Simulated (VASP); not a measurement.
Input of a VASP 6.6.1 run:

INCAR

```
SYSTEM = BP
ALGO     = Normal         ! electronic algorithm
EDIFF    = 1E-8           ! SCF threshold, eV
ENCUT    = 600            ! plane-wave cutoff, eV
IBRION   = 6              ! ionic algorithm
ISIF     = 3              ! what is computed and relaxed
ISMEAR   = 0              ! smearing method
LASPH    = .True.         ! aspherical terms in the spheres
LCHARG   = .True.         ! write CHGCAR
LMIXTAU  = .True.       
LREAL    = .False.        ! projectors in reciprocal space
LWAVE    = .False.        ! write WAVECAR
METAGGA  = R2SCAN         ! meta-GGA
NBANDS   = 11             ! bands
NELM     = 60             ! most SCF steps
NFREE    = 2            
NSW      = 1              ! ionic steps
POTIM    = 0.015          ! step
PREC     = Accurate       ! precision mode
SIGMA    = 0.01           ! smearing width, eV
```

File KPOINTS:

```
k-points
0
Gamma
  10 10 10
  0 0 0
```

POSCAR

```
BP
1.0
    0.0000000000      2.2682554255      2.2682554255
    2.2682554255      0.0000000000      2.2682554255
    2.2682554255      2.2682554255      0.0000000000
B P
1 1
Direct
    0.0000000000      0.0000000000      0.0000000000
    0.7500000000      0.7500000000      0.7500000000
```

Potentials or basis: VASP PAW PBE potentials, release 64 (B, P).

Launch:

```bash
$ cat potpaw_PBE.64/B/POTCAR potpaw_PBE.64/P/POTCAR > POTCAR
$ mpirun -np 1 vasp_std > vasp.out
```

Question: Estimate the elastic constants C11, C12, C44.

Answer: 362, 73, 198 GPa.

Question: Estimate the Voigt bulk modulus.

Answer: 169 GPa.

Question: What does it give for the highest phonon frequency at Γ, LO-TO splitting left out?

Answer: 818 cm⁻¹.

Phonon frequencies in cm⁻¹ (negative: imaginary):
```csv
q point,frequencies
"(0.000, 0.000, 0.000)",0 0 0 818 818 818
```

Caveat: the PAW data sets were made with another functional, which shifts forces and pressure a little.
